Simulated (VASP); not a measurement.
Wanted: the native input for a VASP 6.6.1 run.

```
Task                   : single point
Functional             : PBE
Potentials or basis    : VASP PAW PBE potentials, release 64 (Na_pv, F)
Cutoff                 : 520 eV
k mesh                 : 9 × 9 × 4
Occupations            : gaussian, width 0.01 eV
Spin                   : no spin polarisation
Dipole correction      : no
Further INCAR settings : ALGO = Normal; EDIFF = 1e-06; NBANDS = 22
```

The structure of NaF lies in POSCAR:

```
NaF
1.0
    3.1871769661      0.0000000000      0.0000000000
   -1.5935884830      2.7601762190      0.0000000000
    0.0000000000      0.0000000000      5.5763634656
Na F
2 2
Direct
    0.0000000000      0.0000000000      0.0000000000
    0.0000000000      0.0000000000      0.5000000000
    0.3333333333      0.6666666667      0.2500000000
    0.6666666667      0.3333333333      0.7500000000
```

These files were run (other wordings do the same):

INCAR

```
PREC = Accurate
ENCUT = 520
EDIFF = 1E-6
ISMEAR = 0
SIGMA = 0.01
LREAL = F
LASPH = T
NELM = 60
ALGO = Normal
ISIF = 2
LWAVE = F
LCHARG = T
GGA = PE
LELF = T
LVHAR = T
NBANDS = 22
```

KPOINTS

```
Automatic mesh
0
Gamma
  9 9 4
```

Potentials or basis: VASP PAW PBE potentials, release 64 (Na_pv, F).

Command:

```sh
$ cat potpaw_PBE.64/Na_pv/POTCAR potpaw_PBE.64/F/POTCAR > POTCAR
$ mpirun -np 1 vasp_std > vasp.out
```

Results of the run:

```json
{
 "Pressure": "3.1 GPa",
 "Band gap on the k mesh": "6.30 eV"
}
```

Caveat: the cell stands under pressure.

Wall time 59 s on 1 thread of AMD EPYC 7R13, with other jobs on the host, peak memory 0.14 GiB.
